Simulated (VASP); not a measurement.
# Mo3H in VASP: further runs

Runs on Mo3H. Level: r2SCAN. Tasks: single point.

All numbers are computed with VASP 6.6.1; they aren't measurements. Logs are shortened: lines on timing, memory, paths and dates and some standing lists are left out, and cuts for length are marked.

### 1 The cell of the first run

The cell holds a slab with vacuum, 4 atoms: a = 2.728 Å, b = 2.728 Å, c = 19.793 Å, α = 90.00°, β = 90.00°, γ = 109.47°.

### 2 Single point, r2SCAN

POSCAR

```
Mo3H
1.0
    2.7283492377      0.0000000000      0.0000000000
   -0.9094497459      2.5723123299      0.0000000000
    0.0000000000      0.0000000000     19.7934267932
Mo H
3 1
Direct
    0.5000000000      0.5000000000      0.2020872910
    0.0000000000      0.0000000000      0.3105456183
    0.5000000000      0.5000000000      0.4189990384
    0.8333333333      0.8333333333      0.4892133462
```

INCAR.step1

```
PREC     = Accurate       # precision mode
ENCUT    = 520            # plane-wave cutoff, eV
ISMEAR   = 0              # smearing method
SIGMA    = 0.1            # smearing width, eV
LREAL    = False          # projectors in reciprocal space
LASPH    = True           # aspherical terms in the spheres
NELM     = 80             # most SCF steps
LDIPOL   = True         
IDIPOL   = 3            
DIPOL    = 0.5 0.5 0.355
NBANDS   = 30             # bands
GGA      = PE             # functional
ALGO     = Normal         # electronic algorithm
EDIFF    = 1E-4           # SCF threshold, eV
LWAVE    = True           # write WAVECAR
LCHARG   = False          # write CHGCAR
```

INCAR.step2

```
PREC     = Accurate       # precision mode
ENCUT    = 520            # plane-wave cutoff, eV
EDIFF    = 1E-6           # SCF threshold, eV
ISMEAR   = 0              # smearing method
SIGMA    = 0.1            # smearing width, eV
LREAL    = False          # projectors in reciprocal space
LASPH    = True           # aspherical terms in the spheres
NELM     = 80             # most SCF steps
ALGO     = Normal         # electronic algorithm
ISIF     = 2              # what is computed and relaxed
LWAVE    = False          # write WAVECAR
LCHARG   = True           # write CHGCAR
LDIPOL   = True         
IDIPOL   = 3            
DIPOL    = 0.5 0.5 0.355
METAGGA  = R2SCAN         # meta-GGA
LMIXTAU  = True         
LELF     = True           # ELF
LVHAR    = True         
LVACPOTAV= True         
NBANDS   = 30             # bands
ISTART   = 1
```

KPOINTS

```
regular mesh
0
Gamma
  10 10 1
```

Potentials or basis: VASP PAW PBE potentials, release 64 (Mo_sv, H).

Command:

```console
> cat potpaw_PBE.64/Mo_sv/POTCAR potpaw_PBE.64/H/POTCAR > POTCAR
> cp INCAR.step1 INCAR
> mpirun -np 1 vasp_std > vasp.out
> cp INCAR.step2 INCAR
> mpirun -np 1 vasp_std > vasp.out
```

OUTCAR:

```text
PREC = Accurate
   ENCUT = 520
   EDIFF = 1E-6
   ISMEAR = 0
   LREAL = False
   LASPH = True
   NELM = 80
   ISIF = 2
   METAGGA = R2SCAN
   ISTART = 1

 ion  position               nearest neighbor table
   1  0.500  0.500  0.202-   2 2.66   2 2.66   2 3.09   2 3.09
   2  0.000  0.000  0.311-   3 2.66   3 2.66   1 2.66   1 2.66   3 3.09   3 3.09   1 3.09   1 3.09

   3  0.500  0.500  0.419-   4 1.74   2 2.66   2 2.66   2 3.09   2 3.09
   4  0.833  0.833  0.489-   3 1.74

  LATTYP: Found a base centered orthorhombic cell.
 ALAT       =     3.1504263337
 B/A-ratio  =     1.4142135624
 C/A-ratio  =     6.2827772171

  Lattice vectors:

 A1 = (   2.7283492377,   0.0000000000,   0.0000000000)
 A2 = (  -0.9094497459,   2.5723123299,   0.0000000000)
 A3 = (   0.0000000000,   0.0000000000,  19.7934267932)

Analysis of symmetry for initial positions (statically):
=====================================================================
 Subroutine PRICEL returns:
 Original cell was already a primitive cell.

 Routine SETGRP: Setting up the symmetry group for a
 base centered orthorhombic supercell.

 Subroutine GETGRP returns: Found  2 space group operations
 (whereof  2 operations were pure point group operations)
 out of a pool of  8 trial point group operations.

The static configuration has the point symmetry C_1h.

Analysis of symmetry for dynamics (positions and initial velocities):
=====================================================================
 Subroutine PRICEL returns:
 Original cell was already a primitive cell.

 Routine SETGRP: Setting up the symmetry group for a
 base centered orthorhombic supercell.

 Subroutine GETGRP returns: Found  2 space group operations
 (whereof  2 operations were pure point group operations)
 out of a pool of  8 trial point group operations.

The dynamic configuration has the point symmetry C_1h.

 Subroutine INISYM returns: Found  2 space group operations
 (whereof  2 operations are pure point group operations),
 and found     1 'primitive' translations

----------------------------------------------------------------------------------------

                                     Primitive cell

  volume of cell :     138.9136

  direct lattice vectors                    reciprocal lattice vectors
     2.728349238  0.000000000  0.000000000     0.366521993  0.129585093  0.000000000
    -0.909449746  2.572312330  0.000000000     0.000000000  0.388755280  0.000000000
     0.000000000  0.000000000 19.793426793     0.000000000  0.000000000  0.050521823

  length of vectors
     2.728349238  2.728349238 19.793426793     0.388755280  0.388755280  0.050521823

  position of ions in fractional coordinates (direct lattice)
     0.500000000  0.500000000  0.202087291
     0.000000000  0.000000000  0.310545618
     0.500000000  0.500000000  0.418999038
     0.833333333  0.833333333  0.489213346

  ion indices of the primitive-cell ions
   primitive index   ion index
                 1           1
                 2           2
                 3           3
                 4           4

----------------------------------------------------------------------------------------

 KPOINTS: regular mesh

Automatic generation of k-mesh.
 Grid dimensions read from file:
 generate k-points for:   10   10    1

 Generating k-lattice:

  Cartesian coordinates                     Fractional coordinates (reciprocal lattice)
     0.036652199  0.012958509  0.000000000     0.100000000 -0.000000000  0.000000000
     0.000000000  0.038875528  0.000000000     0.000000000  0.100000000  0.000000000
     0.000000000  0.000000000  0.050521823     0.000000000  0.000000000  1.000000000

  Length of vectors
     0.038875528  0.038875528  0.050521823

  Shift w.r.t. Gamma in fractional coordinates (k-lattice)
     0.000000000  0.000000000  0.000000000

 Subroutine IBZKPT returns following result:
 ===========================================

 Found     31 irreducible k-points:

 Following reciprocal coordinates:
            Coordinates               Weight
[... 50 lines left out ...]
      2     -61.7351      2.00000
      3     -61.6456      2.00000
      4     -35.8303      2.00000
      5     -35.2513      2.00000
      6     -34.9369      2.00000
[... 22 lines left out ...]
     29       3.6560      0.00000
     30       3.9453      0.00000

 k-point     3 :       0.2000    0.0000    0.0000
  band No.  band energies     occupation
      1     -61.9230      2.00000
      2     -61.7011      2.00000
      3     -61.6216      2.00000
      4     -35.7516      2.00000
      5     -35.4308      2.00000
      6     -34.9942      2.00000
[... 22 lines left out ...]
     29       3.8534      0.00000
     30       4.2279      0.00000

 k-point     4 :       0.3000    0.0000    0.0000
  band No.  band energies     occupation
      1     -61.8556      2.00000
      2     -61.6611      2.00000
      3     -61.5922      2.00000
      4     -35.7076      2.00000
      5     -35.6870      2.00000
      6     -35.2316      2.00000
[... 22 lines left out ...]
     29       3.9192      0.00000
     30       5.0103      0.00000

 k-point     5 :       0.4000    0.0000    0.0000
  band No.  band energies     occupation
      1     -61.7967      2.00000
      2     -61.6329      2.00000
      3     -61.5678      2.00000
      4     -35.9197      2.00000
      5     -35.7868      2.00000
      6     -35.4612      2.00000
[... 22 lines left out ...]
     29       4.5565      0.00000
     30       5.9693      0.00000
[... 526 lines left out ...]
     29       4.4035      0.00000
     30       5.0761      0.00000

 k-point    22 :      -0.2000    0.2000    0.0000
  band No.  band energies     occupation
      1     -61.8976      2.00000
      2     -61.6648      2.00000
      3     -61.5793      2.00000
      4     -35.7267      2.00000
      5     -35.2063      2.00000
      6     -35.1475      2.00000
[... 22 lines left out ...]
     29       4.4641      0.00000
     30       4.9564      0.00000

 k-point    23 :       0.3000    0.3000    0.0000
  band No.  band energies     occupation
      1     -61.7373      2.00000
      2     -61.5871      2.00000
      3     -61.5215      2.00000
      4     -35.7127      2.00000
      5     -35.5911      2.00000
      6     -35.4808      2.00000
[... 22 lines left out ...]
     29       6.7074      0.00000
     30       8.3742      0.00000

 k-point    24 :       0.4000    0.3000    0.0000
  band No.  band energies     occupation
      1     -61.7227      2.00000
      2     -61.5554      2.00000
      3     -61.4907      2.00000
      4     -35.7724      2.00000
      5     -35.6239      2.00000
      6     -35.5662      2.00000
[... 22 lines left out ...]
     29       8.2593      0.00000
     30       9.3121      0.00000

 [... further k-points ...]

------------------------ aborting loop because EDIFF is reached ----------------------------------------

  FORCE on cell =-STRESS in cart. coord.  units (eV):
  Direction    XX          YY          ZZ          XY          YZ          ZX
  --------------------------------------------------------------------------------------
  -------------------------------------------------------------------------------------
  Total       -1.9024535     -1.9688081      1.1741317     -0.0938395      1.1468586      0.8109488
  in kB      -21.9421910    -22.7075000     13.5419985     -1.0823104     13.2274402      9.3531822
  external PRESSURE =     -10.3692308 kB  Pullay stress =       0.0000000 kB

 VOLUME and BASIS-vectors are now :
 -----------------------------------------------------------------------------
  energy-cutoff  :      520.00
  volume of cell :      138.91
      direct lattice vectors                 reciprocal lattice vectors
     2.728349238  0.000000000  0.000000000     0.366521993  0.129585093  0.000000000
    -0.909449746  2.572312330  0.000000000     0.000000000  0.388755280  0.000000000
     0.000000000  0.000000000 19.793426793     0.000000000  0.000000000  0.050521823

 POSITION                                       TOTAL-FORCE (eV/Angst)
 -----------------------------------------------------------------------------------
      0.90945      1.28616      4.00000         0.129179      0.182687      0.107189
      0.00000      0.00000      6.14676        -0.309736     -0.438033     -0.760604
      0.90945      1.28616      8.29343        -0.323191     -0.457062      0.640429
      1.51575      2.14359      9.68321         0.503749      0.712408      0.012986
 -----------------------------------------------------------------------------------
    total drift:                               -0.000004     -0.000006      0.000914

  FREE ENERGIE OF THE ION-ELECTRON SYSTEM (eV)
  ---------------------------------------------------
  free  energy   TOTEN  =       -79.1210056829 eV

  energy  without entropy=      -79.1053021199  energy(sigma->0) =      -79.11315390

 vacuum level on the upper side and lower side of the slab         6.382         5.724
```

Run time: 6 min. Hardware: 1 thread of AMD EPYC 9R45 (Zen 5), shared host; peak memory 0.28 GiB.

What came out:

* Free energy: -79.1210 eV
* Largest force: 0.931 eV/Å
* Band gap on the k mesh: zero (an odd number of electrons rules out a gap without spin polarisation)

Forces in eV/Å, atoms in the order of the input:
```
Mo   0.129  0.183  0.107
Mo  -0.310 -0.438 -0.761
Mo  -0.323 -0.457  0.640
H    0.504  0.712  0.013
```

Levels at points of the mesh, in eV from the Fermi level:
```csv
k point,band 19,band 20,band 21,band 22,band 23,band 24,band 25,band 26
"(0.00, 0.00, 0.00)",-1.62,-1.34,-1.04,-0.92,0.79,1.39,1.48,1.55
"(0.50, 0.00, 0.00)",-1.69,-0.94,0.89,1.45,1.83,1.87,2.01,2.75
"(0.50, 0.50, 0.00)",-1.62,0.08,0.19,1.40,1.54,2.84,2.89,4.15
```

Caveat: the PAW data sets were made with another functional, which shifts forces and pressure a little.

### 3 Single point, r2SCAN

Changes to POSCAR since step 2:

```diff
@@ -11,2 +11,2 @@
     0.5000000000      0.5000000000      0.4189990384
-    0.8333333333      0.8333333333      0.4892133462
+    0.8333333333      1.1666666667      0.4748587183
```

INCAR.step1

```
SYSTEM = Mo3H
PREC = Accurate
ENCUT = 520
ISMEAR = 0
SIGMA = 0.1
LREAL = .False.
LASPH = .True.
NELM = 60
LDIPOL = .True.
IDIPOL = 3
DIPOL = 0.5 0.5 0.352
NBANDS = 30
GGA = PE
ALGO = Normal
EDIFF = 1E-4
LWAVE = .True.
LCHARG = .False.
```

INCAR.step2

```
SYSTEM = Mo3H
PREC = Accurate
ENCUT = 520
EDIFF = 1E-6
ISMEAR = 0
SIGMA = 0.1
LREAL = .False.
LASPH = .True.
NELM = 60
ALGO = Normal
ISIF = 2
LWAVE = .False.
LCHARG = .False.
LDIPOL = .True.
IDIPOL = 3
DIPOL = 0.5 0.5 0.352
METAGGA = R2SCAN
LMIXTAU = .True.
NBANDS = 30
ISTART = 1
```

KPOINTS

```
regular mesh
0
Gamma
  10 10 1
  0 0 0
```

Potentials or basis: VASP PAW PBE potentials, release 64 (Mo_sv, H).

Command:

```console
> cat potpaw_PBE.64/Mo_sv/POTCAR potpaw_PBE.64/H/POTCAR > POTCAR
> cp INCAR.step1 INCAR
> mpirun -np 1 vasp_std > vasp.out
> cp INCAR.step2 INCAR
> mpirun -np 1 vasp_std > vasp.out
```

Wall time 6.6 min (1 thread of AMD EPYC 9R45 (Zen 5), shared host); peak memory 0.28 GiB.

Results (log left out):

```
Free energy            : -79.7911 eV
Largest force          : 0.566 eV/Å
Band gap on the k mesh : zero (an odd number of electrons rules out a gap without spin polarisation)
```

Forces in eV/Å, atoms in the order of the input:
```
Mo  -0.001  0.001  0.033
Mo  -0.166  0.117 -0.528
Mo  -0.116  0.082  0.478
H    0.284 -0.200  0.018
```

Levels at points of the mesh, in eV from the Fermi level:
| k point | band 18 | band 19 | band 20 | band 21 | band 22 | band 23 | band 24 | band 25 | band 26 | band 27 |
| --- | --- | --- | --- | --- | --- | --- | --- | --- | --- | --- |
| (0.00, 0.00, 0.00) | -2.58 | -1.66 | -1.35 | -1.14 | -1.02 | 0.82 | 1.33 | 1.37 | 1.50 | 1.83 |
| (0.50, 0.00, 0.00) | -3.18 | -1.56 | -1.15 | 1.00 | 1.41 | 1.56 | 1.84 | 1.97 | 2.80 | 2.89 |
| (0.50, 0.50, 0.00) | -3.11 | -1.32 | -0.52 | 0.69 | 1.23 | 1.86 | 2.72 | 2.76 | 4.11 | 4.56 |

Caveat: the PAW data sets were made with another functional, which shifts forces and pressure a little.

### 4 Single point, r2SCAN

Changes to POSCAR since step 3:

```diff
@@ -11,2 +11,2 @@
     0.5000000000      0.5000000000      0.4189990384
-    0.8333333333      1.1666666667      0.4748587183
+    0.6666666667      0.6666666667      0.5022585139
```

INCAR.step1

```
PREC     = Accurate       # precision mode
ENCUT    = 520            # plane-wave cutoff, eV
ISMEAR   = 0              # smearing method
SIGMA    = 0.1            # smearing width, eV
LREAL    = False          # projectors in reciprocal space
LASPH    = True           # aspherical terms in the spheres
NELM     = 60             # most SCF steps
LDIPOL   = True         
IDIPOL   = 3            
DIPOL    = 0.5 0.5 0.358
NBANDS   = 30             # bands
GGA      = PE             # functional
ALGO     = Normal         # electronic algorithm
EDIFF    = 1E-4           # SCF threshold, eV
LWAVE    = True           # write WAVECAR
LCHARG   = False          # write CHGCAR
```

INCAR.step2

```
PREC     = Accurate       # precision mode
ENCUT    = 520            # plane-wave cutoff, eV
EDIFF    = 1E-6           # SCF threshold, eV
ISMEAR   = 0              # smearing method
SIGMA    = 0.1            # smearing width, eV
LREAL    = False          # projectors in reciprocal space
LASPH    = True           # aspherical terms in the spheres
NELM     = 60             # most SCF steps
ALGO     = Normal         # electronic algorithm
ISIF     = 2              # what is computed and relaxed
LWAVE    = False          # write WAVECAR
LCHARG   = False          # write CHGCAR
LDIPOL   = True         
IDIPOL   = 3            
DIPOL    = 0.5 0.5 0.358
METAGGA  = R2SCAN         # meta-GGA
LMIXTAU  = True         
NBANDS   = 30             # bands
ISTART   = 1
```

KPOINTS

```
Automatic mesh
0
Gamma
  10 10 1
```

Command:

```console
> cat potpaw_PBE.64/Mo_sv/POTCAR potpaw_PBE.64/H/POTCAR > POTCAR
> cp INCAR.step1 INCAR
> mpirun -np 1 vasp_std > vasp.out
> cp INCAR.step2 INCAR
> mpirun -np 1 vasp_std > vasp.out
```

It took 5.8 min on 1 thread of AMD EPYC 9R45 (Zen 5), shared host; peak memory 0.28 GiB.

It converged, with:

| Property | Result |
| --- | --- |
| Free energy | -78.7623 eV |
| Largest force | 1.122 eV/Å |
| Band gap on the k mesh | zero (an odd number of electrons rules out a gap without spin polarisation) |

Forces in eV/Å, atoms in the order of the input:
```
Mo   0.102  0.144  0.251
Mo  -0.281 -0.397 -1.012
Mo  -0.089 -0.126  0.748
H    0.268  0.379  0.013
```

Levels at points of the mesh, in eV from the Fermi level:
```csv
k point,band 18,band 19,band 20,band 21,band 22,band 23,band 24,band 25,band 26,band 27
"(0.00, 0.00, 0.00)",-2.35,-1.53,-1.32,-0.90,-0.73,0.94,1.54,1.61,1.65,1.95
"(0.50, 0.00, 0.00)",-2.89,-1.96,-0.32,0.63,1.61,1.81,2.00,2.17,2.76,3.00
"(0.50, 0.50, 0.00)",-2.86,-1.75,-0.04,0.39,1.36,2.02,3.05,3.06,4.23,4.76
```

Caveat: the PAW data sets were made with another functional, which shifts forces and pressure a little.

### 5 Single point, r2SCAN

Changes to POSCAR since step 4:

```diff
@@ -11,2 +11,2 @@
     0.5000000000      0.5000000000      0.4189990384
-    0.6666666667      0.6666666667      0.5022585139
+    0.6666666667      1.3333333333      0.4974218991
```

INCAR.step1

```
SYSTEM = Mo3H
PREC = Accurate
ENCUT = 520
ISMEAR = 0
SIGMA = 0.1
LREAL = .FALSE.
LASPH = .TRUE.
NELM = 80
LDIPOL = .TRUE.
IDIPOL = 3
DIPOL = 0.5 0.5 0.357
NBANDS = 30
GGA = PE
ALGO = Normal
EDIFF = 1E-4
LWAVE = .TRUE.
LCHARG = .FALSE.
```

INCAR.step2

```
SYSTEM = Mo3H
PREC = Accurate
ENCUT = 520
EDIFF = 1E-6
ISMEAR = 0
SIGMA = 0.1
LREAL = .FALSE.
LASPH = .TRUE.
NELM = 80
ALGO = Normal
ISIF = 2
LWAVE = .FALSE.
LCHARG = .TRUE.
LDIPOL = .TRUE.
IDIPOL = 3
DIPOL = 0.5 0.5 0.357
METAGGA = R2SCAN
LMIXTAU = .TRUE.
LELF = .TRUE.
LVHAR = .TRUE.
LVACPOTAV = .TRUE.
NBANDS = 30
ISTART = 1
```

KPOINTS

```
Automatic mesh
0
G
  10 10 1
  0 0 0
```

Command:

```console
> cat potpaw_PBE.64/Mo_sv/POTCAR potpaw_PBE.64/H/POTCAR > POTCAR
> cp INCAR.step1 INCAR
> mpirun -np 1 vasp_std > vasp.out
> cp INCAR.step2 INCAR
> mpirun -np 1 vasp_std > vasp.out
```

Run time: 5.3 min. Hardware: 1 thread of AMD EPYC 9R45 (Zen 5), shared host; peak memory 0.28 GiB.

It converged, with:

| Item | Value |
| --- | --- |
| Free energy | -79.1066 eV |
| Largest force | 0.997 eV/Å |
| Band gap on the k mesh | zero (an odd number of electrons rules out a gap without spin polarisation) |

Forces in eV/Å, atoms in the order of the input:
```
Mo   0.017 -0.012  0.102
Mo  -0.346  0.244 -0.744
Mo  -0.485  0.343  0.604
H    0.814 -0.575  0.038
```

Levels at points of the mesh, in eV from the Fermi level:
| k point | band 19 | band 20 | band 21 | band 22 | band 23 | band 24 | band 25 | band 26 |
| --- | --- | --- | --- | --- | --- | --- | --- | --- |
| (0.00, 0.00, 0.00) | -1.49 | -1.27 | -0.85 | -0.77 | 0.97 | 1.61 | 1.63 | 1.65 |
| (0.50, 0.00, 0.00) | -1.91 | -0.49 | 0.70 | 1.68 | 1.80 | 2.03 | 2.19 | 2.95 |
| (0.50, 0.50, 0.00) | -1.37 | -0.23 | 0.71 | 1.39 | 2.23 | 2.95 | 3.04 | 4.28 |

Caveat: the PAW data sets were made with another functional, which shifts forces and pressure a little.

### 6 Summary

| cell | gap on the mesh (eV) | largest force (eV/Å) |
| --- | --- | --- |
| as given, atomic positions A | none | 0.93 |
| as given, atomic positions B | none | 0.57 |
| as given, atomic positions C | none | 1.12 |
| as given, atomic positions D | none | 1.00 |

Alike in all rows: task single point; level r2SCAN; potentials or basis VASP PAW PBE potentials, release 64 (Mo_sv, H); no spin polarisation; k mesh 10 × 10 × 1; cutoff (eV) 520; smearing gaussian 0.1 eV.

Caveats: the PAW data sets were made with another functional, which shifts forces and pressure a little.

Absolute energies hang on the potentials; compare differences alone.
